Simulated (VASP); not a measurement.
# Al9N in VASP: notebook

Runs on Al9N. Level: PBE. Tasks: single point.

All numbers are computed with VASP 6.6.1; they aren't measurements. Logs are shortened: lines on timing, memory, paths and dates and some standing lists are left out, and cuts for length are marked.

**1. The cell of the first run**

The cell holds a slab with vacuum, 20 atoms: a = 5.707 Å, b = 9.806 Å, c = 22.790 Å, α = 90.00°, β = 90.00°, γ = 98.37°.

**2. Single point, PBE**

File INCAR:

```
ALGO = Normal
DIPOL = 0.5 0.5 0.296
EDIFF = 1E-6
ENCUT = 520
GGA = PE
IDIPOL = 3
ISIF = 2
ISMEAR = 0
LASPH = True
LCHARG = False
LDIPOL = True
LREAL = Auto
LWAVE = False
NBANDS = 48
NELM = 80
PREC = Accurate
SIGMA = 0.1
```

File KPOINTS:

```
k-points
0
Gamma
  5 3 1
```

File POSCAR:

```
Al9N
1.0
    5.7070863110      0.0000000000      0.0000000000
   -1.4267715777      9.7014842372      0.0000000000
    0.0000000000      0.0000000000     22.7903703877
Al N
18 2
Direct
    0.2662216041      0.0648864163      0.1755127245
    0.7662216041      0.0648864163      0.1755127245
    0.3354806058      0.3419224231      0.2192029851
    0.8354806058      0.3419224231      0.2192029851
    0.1493324061      0.5973296244      0.2279410371
    0.6493324061      0.5973296244      0.2279410371
    0.4631842064      0.8527368258      0.2366790893
    0.9631842064      0.8527368258      0.2366790893
    0.0319772075      0.1277109158      0.2808262501
    0.5319772075      0.1277109158      0.2808262501
    0.0997917578      0.4042231245      0.3301071117
    0.5997917578      0.4042231245      0.3301071117
    0.4144000538      0.6596656467      0.3369822073
    0.9144000538      0.6596656467      0.3369822073
    0.2263076930      0.9110819227      0.3449259125
    0.7263076930      0.9110819227      0.3449259125
    0.2962427187      0.1814071959      0.3857054641
    0.7962427187      0.1814071959      0.3857054641
    0.2836524675      0.9110819227      0.4208080090
    0.6689629184      0.9110819227      0.4208080090
```

Potentials or basis: VASP PAW PBE potentials, release 64 (Al, N).

Started as:

```console
$ cat potpaw_PBE.64/Al/POTCAR potpaw_PBE.64/N/POTCAR > POTCAR
$ mpirun -np 1 vasp_std > vasp.out
```

OUTCAR:

```text
EDIFF = 1E-6
   ENCUT = 520
   GGA = PE
   ISIF = 2
   ISMEAR = 0
   LASPH = True
   LREAL = Auto
   NELM = 80
   PREC = Accurate

 ion  position               nearest neighbor table
   1  0.266  0.065  0.176-   2 2.85   2 2.85   9 2.86  10 2.86   7 2.87   3 2.87   8 2.87
   2  0.766  0.065  0.176-   1 2.85   1 2.85  10 2.86   9 2.86   8 2.87   4 2.87   7 2.87
   3  0.335  0.342  0.219-   4 2.85   4 2.85   6 2.87   5 2.87   1 2.87   9 2.89  10 2.89  12 2.96
                            11 2.97
   4  0.835  0.342  0.219-   3 2.85   3 2.85   5 2.87   6 2.87   2 2.87  10 2.89   9 2.89  11 2.96
                            12 2.97
   5  0.149  0.597  0.228-   6 2.85   6 2.85   4 2.87   3 2.87   7 2.87   8 2.87  13 2.93  14 2.93
                            11 2.99
   6  0.649  0.597  0.228-   5 2.85   5 2.85   3 2.87   4 2.87   8 2.87   7 2.87  14 2.93  13 2.93
                            12 2.99
   7  0.463  0.853  0.237-  10 2.85   8 2.85   8 2.85   5 2.87   1 2.87   6 2.87   2 2.87  16 2.90
                            15 2.91  13 2.96
   8  0.963  0.853  0.237-   9 2.85   7 2.85   7 2.85   6 2.87   2 2.87   5 2.87   1 2.87  15 2.90
                            16 2.91  14 2.96
   9  0.032  0.128  0.281-  18 2.83  17 2.83   8 2.85  10 2.85  10 2.85   1 2.86   2 2.86   3 2.89
                             4 2.89  11 2.91  15 2.93  16 2.93
  10  0.532  0.128  0.281-  17 2.83  18 2.83   7 2.85   9 2.85   9 2.85   2 2.86   1 2.86   4 2.89
                             3 2.89  12 2.91  16 2.93  15 2.93
  11  0.100  0.404  0.330-  12 2.85  12 2.85  14 2.86  13 2.87  18 2.88  17 2.89   9 2.91   4 2.96
                             3 2.97   5 2.99
  12  0.600  0.404  0.330-  11 2.85  11 2.85  13 2.86  14 2.87  17 2.88  18 2.89  10 2.91   3 2.96
                             4 2.97   6 2.99
  13  0.414  0.660  0.337-  16 2.83  15 2.83  14 2.85  14 2.85  12 2.86  11 2.87   5 2.93   6 2.93
                             7 2.96
  14  0.914  0.660  0.337-  15 2.83  16 2.83  13 2.85  13 2.85  11 2.86  12 2.87   6 2.93   5 2.93
                             8 2.96
  15  0.226  0.911  0.345-  19 1.76  17 2.78  14 2.83  13 2.83  16 2.85  16 2.85   8 2.90   7 2.91
                             9 2.93  10 2.93
  16  0.726  0.911  0.345-  20 1.76  18 2.78  13 2.83  14 2.83  15 2.85  15 2.85   7 2.90   8 2.91
                            10 2.93   9 2.93
  17  0.296  0.181  0.386-  15 2.78  10 2.83   9 2.83  18 2.85  18 2.85  12 2.88  11 2.89
  18  0.796  0.181  0.386-  16 2.78   9 2.83  10 2.83  17 2.85  17 2.85  11 2.88  12 2.89
  19  0.284  0.911  0.421-  15 1.76
  20  0.669  0.911  0.421-  16 1.76

  LATTYP: Found a simple monoclinic cell.
 ALAT       =     5.7070863110
 B/A-ratio  =     3.9933460168
 C/A-ratio  =     1.7181865164
 COS(beta)  =    -0.1455022476

  Lattice vectors:

 A1 = (   5.7070863110,   0.0000000000,   0.0000000000)
 A2 = (   0.0000000000,   0.0000000000, -22.7903703877)
 A3 = (  -1.4267715777,   9.7014842372,   0.0000000000)

Analysis of symmetry for initial positions (statically):
[... 164 lines left out ...]
     AMIX_MAG =   1.60;   BMIX_MAG =  1.00
  volume/ion in A,a.u.               =      63.09       425.77
  Fermi-wavevector in a.u.,A,eV,Ry     =   0.605992  1.145159  4.996416  0.367226
  Thomas-Fermi vector in A             =   1.659921
   LORBIT       =      0    0 simple, 1 ext, 2 COOP (PROOUT), +10 PAW based schemes
   GGA     = PE    functional components
   LHFCALC =     F    Hartree Fock is set to
   AEXX    =    0.0000 exact exchange contribution
   IVDW    =     0    specifies the selected vdW correction
   LEPSILON=     F    determine dielectric tensor
   LRPA    =     F    only Hartree local field effects (RPA)
 non-spin polarized calculation
 Gauss-broadening in eV      SIGMA  =   0.10
  energy-cutoff  :      520.00
  volume of cell :     1261.84
 maximum number of plane-waves:     34010
   NGX = 21   NGY = 37   NGZ = 85

 dipolmoment           0.000000      0.000000     -0.134113 electrons x Angstroem

 number of electron      63.9999997 magnetization

 dipolmoment           0.000000      0.000000      0.422035 electrons x Angstroem

 Free energy of the ion-electron system (eV)
  ---------------------------------------------------
  ext. energy  EPLUGINS =         0.00000000
  ---------------------------------------------------
  free energy    TOTEN  =       -72.97297950 eV

  energy without entropy =      -72.91503657  energy(sigma->0) =      -72.94400803

 E-fermi :  -1.7288     XC(G=0):  -3.4212

 val. band max:       -1.7294395339   @ k =  -0.4000   0.3333   0.0000
 cond. band min:      -1.7222094233   @ k =   0.2000  -0.0000   0.0000
 fundamental gap:      0.0072301106
 Fermi energy:        -1.7287779489

 k-point     1 :       0.0000    0.0000    0.0000
  band No.  band energies     occupation
      1     -15.4710      2.00000
      2     -13.8547      2.00000
      3     -11.6139      2.00000
      4     -10.1843      2.00000
      5     -10.0107      2.00000
      6      -9.1892      2.00000
[... 365 lines left out ...]
     43       0.5106      0.00000
     44       0.5498      0.00000
 [bands above 44 left out]

------------------------ aborting loop because EDIFF is reached ----------------------------------------

 vacuum level on the upper side and lower side of the slab       (xc-potential included)         0.608        -0.736

  FORCE on cell =-STRESS in cart. coord.  units (eV):
  Direction    XX          YY          ZZ          XY          YZ          ZX
  --------------------------------------------------------------------------------------
  -------------------------------------------------------------------------------------
  Total      -16.0205526    -14.0138954      3.5350898     -0.4800798      2.2264101      0.1354884
  in kB      -20.3415512    -17.7936666      4.4885599     -0.6095649      2.8269085      0.1720318
  external PRESSURE =     -11.2155526 kB  Pullay stress =       0.0000000 kB

 VOLUME and BASIS-vectors are now :
 -----------------------------------------------------------------------------
  energy-cutoff  :      520.00
  volume of cell :     1261.84
      direct lattice vectors                 reciprocal lattice vectors
     5.707086311  0.000000000  0.000000000     0.175220760  0.025769253  0.000000000
    -1.426771578  9.701484237  0.000000000     0.000000000  0.103077011  0.000000000
     0.000000000  0.000000000 22.790370388     0.000000000  0.000000000  0.043878181

 POSITION                                       TOTAL-FORCE (eV/Angst)
 -----------------------------------------------------------------------------------
      1.42677      0.62949      4.00000         0.042633      0.109389      0.062192
      4.28031      0.62949      4.00000        -0.048263      0.097534      0.057764
      1.42677      3.31715      4.99572        -0.010502      0.025579      0.065377
      4.28031      3.31715      4.99572        -0.009994      0.017144      0.104537
      0.00000      5.79498      5.19486        -0.014887     -0.058116     -0.000292
      2.85354      5.79498      5.19486        -0.003849     -0.032814     -0.014235
[... 12 lines left out ...]
      0.31892      8.83885      9.59037         2.127627      1.009369      1.072564
      2.51792      8.83885      9.59037        -2.115958      0.958639      1.045590
 -----------------------------------------------------------------------------------
    total drift:                               -0.008389     -0.032401     -0.005063

  FREE ENERGIE OF THE ION-ELECTRON SYSTEM (eV)
  ---------------------------------------------------
  free  energy   TOTEN  =       -72.9729795013 eV

  energy  without entropy=      -72.9150365662  energy(sigma->0) =      -72.94400803

 vacuum level on the upper side and lower side of the slab         3.868         2.490
```

Run time: 34 min. Hardware: 1 thread of Intel Xeon Platinum 8488C (Sapphire Rapids), shared host; peak memory 1.2 GiB.

What came out:

| Quantity | Value |
| --- | --- |
| Free energy | -72.9730 eV |
| Largest force | 2.588 eV/Å |
| Band gap on the k mesh | zero (bands 32 and 33 overlap by 0.26 eV) |

Forces in eV/Å, atoms in the order of the input:
```
Al   0.043  0.109  0.062
Al  -0.048  0.098  0.058
Al  -0.011  0.026  0.065
Al  -0.010  0.017  0.105
Al  -0.015 -0.058  0.000
Al  -0.004 -0.033 -0.014
Al  -0.007 -0.059  0.042
Al  -0.002 -0.121 -0.065
Al   0.015 -0.047  0.041
Al   0.007 -0.032 -0.051
Al   0.016  0.007  0.011
Al  -0.002 -0.004  0.055
Al  -0.001 -0.162  0.042
Al  -0.024 -0.165 -0.055
Al  -0.247 -0.175 -1.652
Al   0.278 -0.185 -1.615
Al   0.052 -0.601  0.427
Al  -0.053 -0.583  0.425
N    2.128  1.009  1.073
N   -2.116  0.959  1.046
```

Levels at points of the mesh, in eV from the Fermi level:
```csv
k point,band 28,band 29,band 30,band 31,band 32,band 33,band 34,band 35,band 36,band 37
"(0.00, 0.00, 0.00)",-1.24,-0.90,-0.83,-0.62,-0.33,-0.16,-0.04,0.35,0.64,0.76
```

**3. Single point, PBE**

File INCAR:

```
SYSTEM = Al9N
PREC = Accurate ; ENCUT = 520
EDIFF = 1E-6 ; ISMEAR = 0
SIGMA = 0.1 ; LREAL = Auto
LASPH = .True. ; NELM = 100
ALGO = Normal ; ISIF = 2
LWAVE = .False. ; LCHARG = .True.
LDIPOL = .True. ; IDIPOL = 3
DIPOL = 0.5 0.5 0.299 ; GGA = PE
LELF = .True. ; LVHAR = .True.
LVACPOTAV = .True. ; NBANDS = 48
```

File KPOINTS:

```
Automatic mesh
0
Gamma
  5 3 1
  0 0 0
```

Edit POSCAR of step 2 so:

```diff
@@ -26,3 +26,3 @@
     0.7962427187      0.1814071959      0.3857054641
-    0.2836524675      0.9110819227      0.4208080090
-    0.6689629184      0.9110819227      0.4208080090
+    0.2836524675      0.9110819227      0.4488900449
+    0.6689629184      0.9110819227      0.4488900449
```

Potentials or basis: VASP PAW PBE potentials, release 64 (Al, N).

Started as:

```console
$ cat potpaw_PBE.64/Al/POTCAR potpaw_PBE.64/N/POTCAR > POTCAR
$ mpirun -np 1 vasp_std > vasp.out
```

Run time: 45 min. Hardware: 1 thread of Intel Xeon 8259CL, shared host; peak memory 1.2 GiB.

Results (log left out):

| Property | Result |
| --- | --- |
| Free energy | -70.3775 eV |
| Largest force | 3.966 eV/Å |
| Band gap on the k mesh | zero (bands 32 and 33 overlap by 0.54 eV) |

Forces on the atoms (eV/Å):
```
Al  -0.013  0.111  0.069
Al   0.003  0.105  0.076
Al  -0.018  0.061  0.081
Al   0.014  0.050  0.113
Al  -0.031 -0.114 -0.024
Al   0.013 -0.086 -0.026
Al   0.001 -0.038 -0.021
Al  -0.012 -0.067 -0.102
Al  -0.005 -0.094  0.052
Al   0.012 -0.113  0.051
Al   0.016 -0.016  0.009
Al  -0.001  0.009  0.046
Al   0.005 -0.140  0.084
Al  -0.034 -0.112  0.019
Al   0.279 -0.182  2.028
Al  -0.238 -0.198  2.031
Al   0.028 -0.360  0.526
Al  -0.033 -0.352  0.530
N    2.723  0.767 -2.780
N   -2.710  0.769 -2.764
```

Levels at points of the mesh, in eV from the Fermi level:
| k point | band 28 | band 29 | band 30 | band 31 | band 32 | band 33 | band 34 | band 35 | band 36 | band 37 |
| --- | --- | --- | --- | --- | --- | --- | --- | --- | --- | --- |
| (0.00, 0.00, 0.00) | -1.11 | -0.89 | -0.75 | -0.61 | -0.47 | -0.41 | 0.05 | 0.18 | 0.51 | 0.64 |
